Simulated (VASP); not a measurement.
## Mg8HO8 (a cell with a defect): relaxation of the atoms with PBE

The system is Mg8HO8 (a cell with a defect).

```
CELL_PARAMETERS angstrom
0.00000 3.75800 3.75800
3.75800 0.00000 3.75800
3.75800 3.75800 0.00000
ATOMIC_POSITIONS crystal
Mg 0.00000 0.00000 0.00000
Mg 0.00000 0.00000 0.50000
Mg 0.00000 0.50000 0.00000
Mg 0.00000 0.50000 0.50000
Mg 0.50000 0.00000 0.00000
Mg 0.50000 0.00000 0.50000
Mg 0.50000 0.50000 0.00000
Mg 0.50000 0.50000 0.50000
O 0.25000 0.25000 0.25000
O 0.25000 0.25000 0.75000
O 0.25000 0.75000 0.25000
O 0.25000 0.75000 0.75000
O 0.75000 0.25000 0.25000
O 0.75000 0.25000 0.75000
O 0.75000 0.75000 0.25000
O 0.75000 0.75000 0.75000
H 0.13317 0.12992 0.61503
```

```
Program                : VASP 6.6.1
Task                   : relaxation of the atoms
Functional             : PBE
Potentials or basis    : VASP PAW PBE potentials, release 64 (Mg, O, H)
Cutoff                 : 520 eV
k mesh                 : 3 × 3 × 3
Occupations            : fermi-dirac, width 0.02 eV
Spin                   : no spin polarisation
Dipole correction      : no
Charge                 : 1
Further INCAR settings : LREAL = Auto; ALGO = Normal; EDIFF = 1e-07; IBRION = 2; EDIFFG = -0.03; NSW = 80; NELECT = 64.0
```

The energy gained by relaxing is 84.2 meV/atom. The ionic steps are 50. The largest force after relaxing is 0.029 eV/Å.

Forces in eV/Å, atoms in the order of the input:
```
Mg   0.010  0.008  0.007
Mg  -0.003 -0.008 -0.001
Mg  -0.002 -0.009  0.007
Mg   0.006  0.016  0.001
Mg  -0.006 -0.002  0.003
Mg   0.013  0.009  0.004
Mg  -0.012 -0.013 -0.022
Mg   0.001 -0.004  0.008
O    0.002  0.002 -0.024
O   -0.010 -0.007  0.014
O   -0.012  0.022 -0.001
O   -0.012 -0.001  0.011
O    0.019 -0.012  0.000
O    0.007 -0.016 -0.001
O    0.012  0.013 -0.005
O   -0.004 -0.002  0.000
H   -0.008  0.005  0.001
```

The path:
| step | energy change (eV) | largest force (eV/Å) | pressure (GPa) |
| --- | --- | --- | --- |
| 1 | 0.0000 | 4.2617 | 110.33 |
| 3 | -0.6876 | 0.9530 | 110.29 |
| 5 | -0.7707 | 0.3375 | 110.01 |
| 7 | -0.7765 | 0.1771 | 109.89 |
| 9 | -0.7861 | 0.3800 | 109.81 |
| 11 | -0.7891 | 1.4561 | 109.90 |
| 13 | -0.7972 | 0.9275 | 109.77 |
| 15 | -0.7987 | 0.9572 | 109.77 |
| 17 | -0.8049 | 1.0770 | 109.79 |
| 19 | -0.8318 | 1.5188 | 109.97 |
| 21 | -0.8584 | 1.8459 | 110.63 |
| 23 | -0.8786 | 1.8866 | 110.94 |
| 25 | -0.9944 | 1.4809 | 111.10 |
| 27 | -1.1258 | 3.5111 | 112.75 |
| 29 | -1.1862 | 1.7661 | 111.92 |
| 31 | -1.2630 | 1.5943 | 111.27 |
| 33 | -1.3110 | 1.1143 | 111.48 |
| 35 | -1.3603 | 0.5887 | 112.16 |
| 37 | -1.3969 | 0.3416 | 112.53 |
| 39 | -1.4050 | 0.3494 | 112.30 |
| 41 | -1.4118 | 0.4024 | 112.45 |
| 43 | -1.4208 | 0.2583 | 112.38 |
| 45 | -1.4274 | 0.1379 | 112.27 |
| 47 | -1.4295 | 0.1418 | 112.36 |
| 49 | -1.4303 | 0.0954 | 112.30 |
| 50 | -1.4307 | 0.0289 | 112.29 |

Final structure:
```cif
data_structure
_symmetry_space_group_name_H-M 'P 1'
_symmetry_Int_Tables_number 1
_cell_length_a 5.3146
_cell_length_b 5.3146
_cell_length_c 5.3146
_cell_angle_alpha 60.000
_cell_angle_beta 60.000
_cell_angle_gamma 60.000
_cell_volume 106.15
loop_
_atom_site_label
_atom_site_type_symbol
_atom_site_fract_x
_atom_site_fract_y
_atom_site_fract_z
_atom_site_occupancy
Mg1 Mg 0.99919 0.99878 0.00314 1
Mg2 Mg 0.98438 0.98389 0.51107 1
Mg3 Mg 0.99740 0.49770 0.00725 1
Mg4 Mg 0.98389 0.52188 0.51069 1
Mg5 Mg 0.49801 0.99737 0.00710 1
Mg6 Mg 0.52164 0.98372 0.51082 1
Mg7 Mg 0.49847 0.49809 0.00724 1
Mg8 Mg 0.49978 0.49936 0.50144 1
O1 O 0.24328 0.24316 0.27145 1
O2 O 0.24900 0.24889 0.75073 1
O3 O 0.24770 0.74969 0.25365 1
O4 O 0.24929 0.75112 0.75100 1
O5 O 0.74993 0.24723 0.25378 1
O6 O 0.75185 0.24901 0.75073 1
O7 O 0.74951 0.74938 0.25348 1
O8 O 0.74329 0.74323 0.77104 1
H1 H 0.16657 0.16742 0.50042 1
```

Levels at points of the mesh, in eV from the Fermi level:
```csv
k point,band 28,band 29,band 30,band 31,band 32,band 33,band 34,band 35,band 36,band 37
"(0.00, 0.00, 0.00)",-1.43,-1.43,-0.58,-0.54,-0.54,5.50,8.38,8.84,8.84,9.30
```

It took 47 min on 1 thread of AMD EPYC 9R45 96-Core Processor (Zen 5) (shared host), peak memory 0.23 GiB.

Caveat: the k points lie up to 0.48 Å⁻¹ apart; the cell carries a net charge on a neutralising background, which shifts energy and pressure; the cell is charged against a uniform background, so pressure and absolute levels hang on convention.
